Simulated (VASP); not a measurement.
The system is Zn.

```xyz
2
Lattice="2.6334 0.0000 0.0000 -1.3167 2.2806 0.0000 0.0000 0.0000 5.0180" Properties=species:S:1:pos:R:3 pbc="T T T"
Zn    0.0000    1.5204    1.2545
Zn    1.3167    0.7602    3.7635
```

- Program: VASP 6.6.1
- Task: relaxation of cell and atoms
- Functional: PBEsol
- Potentials or basis: VASP PAW PBE potentials, release 64 (Zn)
- Cutoff: 500 eV
- k mesh: 18 × 18 × 8
- Occupations: gaussian, width 0.1 eV
- Spin: no spin polarisation

At the start: pressure -3.9 GPa; volume 15.07 Å³/atom.

Problem. Where does the relaxation end?

Solution. Over 5 steps the energy falls by 9.1 meV/atom and the volume is 14.32 Å³/atom (-4.9 %); space group P6_3/mmc (No. 194, to 0.1 Å) before and after.

Step by step:
| step | energy change (eV) | largest force (eV/Å) | pressure (GPa) | volume (Å³) |
| --- | --- | --- | --- | --- |
| 1 | 0.0000 | 0.0000 | -3.90 | 30.14 |
| 2 | -0.0168 | 0.0000 | 0.79 | 28.56 |
| 3 | -0.0175 | 0.0000 | -0.07 | 28.81 |
| 4 | -0.0178 | 0.0000 | -0.04 | 28.77 |
| 5 | -0.0182 | 0.0000 | 0.03 | 28.65 |

Final structure:
```cif
data_structure
_symmetry_space_group_name_H-M 'P 1'
_symmetry_Int_Tables_number 1
_cell_length_a 2.5963
_cell_length_b 2.5963
_cell_length_c 4.9073
_cell_angle_alpha 90.000
_cell_angle_beta 90.000
_cell_angle_gamma 120.000
_cell_volume 28.65
loop_
_atom_site_label
_atom_site_type_symbol
_atom_site_fract_x
_atom_site_fract_y
_atom_site_fract_z
_atom_site_occupancy
Zn1 Zn 0.33333 0.66667 0.25000 1
Zn2 Zn 0.66667 0.33333 0.75000 1
```

Caveat: the PAW data sets were made with another functional, which shifts forces and pressure a little.
